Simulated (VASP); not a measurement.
# Fe (Im-3m) in VASP: single point with PBE

Aim: the single point of Fe with PBE.

All numbers are computed with VASP 6.6.1; they aren't measurements. Logs are shortened: lines on timing, memory, paths and dates and some standing lists are left out, and cuts for length are marked.

## (1) The cell of the first run

The structure is cubic, space group Im-3m (No. 229). Conventional cell: a = 2.830 Å, b = 2.830 Å, c = 2.830 Å, α = 90.00°, β = 90.00°, γ = 90.00°. Within 3.2 Å of Fe (site symmetry m-3m) lie 14 Fe at 2.45 to 2.83 Å.

## (2) Single point, PBE, collinear spin, ferromagnetic start

File INCAR:

```
ALGO = Normal
EDIFF = 1E-6
ENCUT = 600
GGA = PE
GGA_COMPAT = False
ISIF = 2
ISMEAR = -1
ISPIN = 2
LASPH = True
LCHARG = True
LELF = True
LMAXMIX = 4
LORBIT = 11
LREAL = False
LVHAR = True
LWAVE = False
MAGMOM = 2.2 2.2
NBANDS = 19
NELM = 200
PREC = Accurate
SIGMA = 0.05
```

File KPOINTS:

```
k-points
0
Gamma
  6 6 6
```

File POSCAR:

```
Fe
1.0
    2.8300000000      0.0000000000      0.0000000000
    0.0000000000      2.8300000000      0.0000000000
    0.0000000000      0.0000000000      2.8300000000
Fe
2
Direct
    0.0000000000      0.0000000000      0.0000000000
    0.5000000000      0.5000000000      0.5000000000
```

Potentials or basis: VASP PAW PBE potentials, release 64 (Fe).

Started as:

```
> cat potpaw_PBE.64/Fe/POTCAR > POTCAR
> mpirun -np 1 vasp_std > vasp.out
```

OUTCAR:

```text
EDIFF = 1E-6
   ENCUT = 600
   GGA = PE
   ISIF = 2
   ISMEAR = -1
   ISPIN = 2
   LASPH = True
   LORBIT = 11
   LREAL = False
   NELM = 200
   PREC = Accurate

 ion  position               nearest neighbor table
   1  0.000  0.000  0.000-   2 2.45   2 2.45   2 2.45   2 2.45   2 2.45   2 2.45   2 2.45   2 2.45

   2  0.500  0.500  0.500-   1 2.45   1 2.45   1 2.45   1 2.45   1 2.45   1 2.45   1 2.45   1 2.45

  LATTYP: Found a simple cubic cell.
 ALAT       =     2.8300000000

  Lattice vectors:

 A1 = (   2.8300000000,   0.0000000000,   0.0000000000)
 A2 = (   0.0000000000,   2.8300000000,   0.0000000000)
 A3 = (   0.0000000000,   0.0000000000,   2.8300000000)

Analysis of symmetry for initial positions (statically):
=====================================================================
 Subroutine PRICEL returns following result:

  LATTYP: Found a body centered cubic cell.
 ALAT       =     2.8300000000
[... 12 lines left out ...]
 Subroutine GETGRP returns: Found 48 space group operations
 (whereof 48 operations were pure point group operations)
 out of a pool of 48 trial point group operations.

The static configuration has the point symmetry O_h .

Analysis of symmetry for dynamics (positions and initial velocities):
=====================================================================
 Subroutine PRICEL returns following result:

  LATTYP: Found a body centered cubic cell.
 ALAT       =     2.8300000000
[... 12 lines left out ...]
 Subroutine GETGRP returns: Found 48 space group operations
 (whereof 48 operations were pure point group operations)
 out of a pool of 48 trial point group operations.

The dynamic configuration has the point symmetry O_h .

Analysis of structural, dynamic, and magnetic symmetry:
=====================================================================
 Subroutine PRICEL returns following result:

  LATTYP: Found a body centered cubic cell.
 ALAT       =     2.8300000000
[... 12 lines left out ...]
 Subroutine GETGRP returns: Found 48 space group operations
 (whereof 48 operations were pure point group operations)
 out of a pool of 48 trial point group operations.

The overall configuration has the point symmetry O_h .

 Subroutine INISYM returns: Found 48 space group operations
 (whereof 48 operations are pure point group operations),
 and found     2 'primitive' translations

----------------------------------------------------------------------------------------

                                     Primitive cell

  volume of cell :      11.3326

[... 104 lines left out ...]
  Thomas-Fermi vector in A             =   2.574452
   LORBIT       =     11    0 simple, 1 ext, 2 COOP (PROOUT), +10 PAW based schemes
   GGA     = PE    functional components
   LHFCALC =     F    Hartree Fock is set to
   AEXX    =    0.0000 exact exchange contribution
   IVDW    =     0    specifies the selected vdW correction
   LEPSILON=     F    determine dielectric tensor
   LRPA    =     F    only Hartree local field effects (RPA)
 spin polarized calculation
  energy-cutoff  :      600.00
  volume of cell :       22.67
 maximum number of plane-waves:       768
 NGX is ok and might be reduce to    24
   NGX = 11   NGY = 11   NGZ = 11

 number of electron      16.0000014 magnetization       4.1981552

 Free energy of the ion-electron system (eV)
  ---------------------------------------------------
  ext. energy  EPLUGINS =         0.00000000
  ---------------------------------------------------
  free energy    TOTEN  =       -16.50172814 eV

  energy without entropy =      -16.49069637  energy(sigma->0) =      -16.49621225

 E-fermi :   5.8966     XC(G=0): -13.1297

 val. band max:        5.8495404527   @ k =   0.1667   0.0000   0.0000
 cond. band min:       5.9118687245   @ k =   0.3333   0.1667   0.0000
 fundamental gap:      0.0623282718
 Fermi energy:         5.8966079073

 spin component 1

 k-point     1 :       0.0000    0.0000    0.0000
  band No.  band energies     occupation
      1      -2.5761      1.00000
      2       1.0190      1.00000
      3       1.0190      1.00000
      4       3.5879      1.00000
      5       3.5879      1.00000
      6       3.5879      1.00000
[... 416 lines left out ...]
      5       2.6521      1.00000
      6       2.6521      1.00000
[... 11 lines left out ...]
     18      16.7557      0.00000
     19      44.9217      0.00000
 Fermi energy:         5.8966079073

 spin component 2

 k-point     1 :       0.0000    0.0000    0.0000
  band No.  band energies     occupation
      1      -2.4538      1.00000
      2       2.7832      1.00000
      3       2.7834      1.00000
      4       5.4153      0.99993
      5       5.4155      0.99993
      6       5.4155      0.99993
[... 417 lines left out ...]
      6       3.9692      1.00000
[... 11 lines left out ...]
     18      17.4443      0.00000
     19      44.6515      0.00000

------------------------ aborting loop because EDIFF is reached ----------------------------------------

  FORCE on cell =-STRESS in cart. coord.  units (eV):
  Direction    XX          YY          ZZ          XY          YZ          ZX
  --------------------------------------------------------------------------------------
  -------------------------------------------------------------------------------------
  Total       -0.2173994     -0.2173994     -0.2173994      0.0000000     -0.0000000      0.0000000
  in kB      -15.3677270    -15.3677270    -15.3677270      0.0000000     -0.0000000      0.0000000
  external PRESSURE =     -15.3677270 kB  Pullay stress =       0.0000000 kB

 VOLUME and BASIS-vectors are now :
 -----------------------------------------------------------------------------
  energy-cutoff  :      600.00
  volume of cell :       22.67
      direct lattice vectors                 reciprocal lattice vectors
     2.830000000  0.000000000  0.000000000     0.353356890  0.000000000  0.000000000
     0.000000000  2.830000000  0.000000000     0.000000000  0.353356890  0.000000000
     0.000000000  0.000000000  2.830000000     0.000000000  0.000000000  0.353356890

 POSITION                                       TOTAL-FORCE (eV/Angst)
 -----------------------------------------------------------------------------------
      0.00000      0.00000      0.00000         0.000000      0.000000      0.000000
      1.41500      1.41500      1.41500        -0.000000     -0.000000     -0.000000
 -----------------------------------------------------------------------------------
    total drift:                                0.000000      0.000000     -0.000000

  FREE ENERGIE OF THE ION-ELECTRON SYSTEM (eV)
  ---------------------------------------------------
  free  energy   TOTEN  =       -16.5017281435 eV

  energy  without entropy=      -16.4906963656  energy(sigma->0) =      -16.49621225

 total charge

# of ion       s       p       d       tot
------------------------------------------
    1        0.485   0.538   6.252   7.275
    2        0.485   0.538   6.252   7.275
--------------------------------------------------
tot          0.970   1.076  12.503  14.550

 magnetization (x)

# of ion       s       p       d       tot
------------------------------------------
    1       -0.017  -0.065   2.185   2.102
    2       -0.017  -0.065   2.185   2.102
--------------------------------------------------
tot         -0.034  -0.131   4.369   4.205
```

OSZICAR:

```text
N       E                     dE             d eps       ncg     rms          rms(c)
DAV:   1     0.780295158826E+02    0.78030E+02   -0.79423E+03  1664   0.119E+03
DAV:   2    -0.148690255455E+02   -0.92899E+02   -0.81196E+02  1526   0.210E+02
DAV:   3    -0.185405815199E+02   -0.36716E+01   -0.35310E+01  1663   0.533E+01
DAV:   4    -0.185705986289E+02   -0.30017E-01   -0.30003E-01  1693   0.440E+00
DAV:   5    -0.185709214891E+02   -0.32286E-03   -0.32286E-03  1689   0.430E-01    0.161E+01
DAV:   6    -0.166698984970E+02    0.19010E+01   -0.73741E+00  1645   0.554E+01    0.757E+00
DAV:   7    -0.165259221240E+02    0.14398E+00   -0.67723E-01  1712   0.152E+01    0.467E+00
DAV:   8    -0.165161251746E+02    0.97969E-02   -0.13962E-02  1729   0.918E-01    0.195E+00
DAV:   9    -0.165019051516E+02    0.14220E-01   -0.27021E-03  1978   0.496E-01    0.483E-01
DAV:  10    -0.165016721849E+02    0.23297E-03   -0.91675E-04  1871   0.305E-01    0.138E-01
DAV:  11    -0.165017245774E+02   -0.52393E-04   -0.10569E-04  1753   0.107E-01    0.594E-02
DAV:  12    -0.165017260407E+02   -0.14633E-05   -0.51827E-06  1690   0.279E-02    0.235E-02
DAV:  13    -0.165017275417E+02   -0.15010E-05   -0.11393E-06  1372   0.103E-02    0.624E-03
DAV:  14    -0.165017281435E+02   -0.60178E-06   -0.33234E-07   820   0.544E-03
   1 F= -.16501728E+02 E0= -.16496212E+02  d E =-.110318E-01  mag=     4.1981
```

stdout:

```text
POSCAR found type information on POSCAR Fe
 POSCAR found :  1 types and       2 ions
 scaLAPACK will be used
 LDA part: xc-table for (Slater+PW92), standard interpolation
 POSCAR, INCAR and KPOINTS ok, starting setup
 FFT: planning ... GRIDC
 FFT: planning ... GRID_SOFT
 FFT: planning ... GRID
 WAVECAR not read
 entering main loop
```

It took 32 s on 1 thread of Intel Xeon 8259CL, shared host; peak memory 0.15 GiB.

What came out:

| Quantity | Value |
| --- | --- |
| Free energy | -16.5017 eV |
| Pressure | -1.5 GPa |
| Net moment | 4.20 μB per cell |
| Site moments | Fe +2.10 μB |
| Valence electrons inside the program's atomic spheres | Fe 7.28 |

Caveat: the k points lie up to 0.37 Å⁻¹ apart.
